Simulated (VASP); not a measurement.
K, 2 atoms in the cell. The structure is cubic, space group Fd-3m (No. 227). Conventional cell: a = 9.167 Å, b = 9.167 Å, c = 9.167 Å, α = 90.00°, β = 90.00°, γ = 90.00°. K (site symmetry -43m) has 4 K at 3.97 Å within 5.2 Å. This isn't the form of K at room conditions, which is bcc.

* Program: VASP 6.6.1
* Task: relaxation of cell and atoms
* Functional: BLYP
* Potentials or basis: VASP PAW PBE potentials, release 64 (K_sv)
* Cutoff: 600 eV
* k mesh: 6 × 6 × 6
* Occupations: fermi-dirac, width 0.1 eV
* Spin: no spin polarisation
* Dipole correction: no
* Further INCAR settings: ALGO = Normal; EDIFF = 1e-07; IBRION = 2; EDIFFG = -0.01; NSW = 80; ISIF = 3

Potentials or basis: VASP PAW PBE potentials, release 64 (K_sv).

The run is started by

```bash
$ cat potpaw_PBE.64/K_sv/POTCAR > POTCAR
$ mpirun -np 1 vasp_std > vasp.out
```

Hardware: 1 thread of Intel(R) Xeon(R) 6975P-C (Granite Rapids), on a shared host.

Problem. How long does it take, and how much memory?

Solution. Run time: 5.5 min on 1 thread of Intel(R) Xeon(R) 6975P-C (Granite Rapids), with other jobs on the host, peak memory 0.42 GiB. Counts: scf iterations 70, k points 16, ion steps 6.
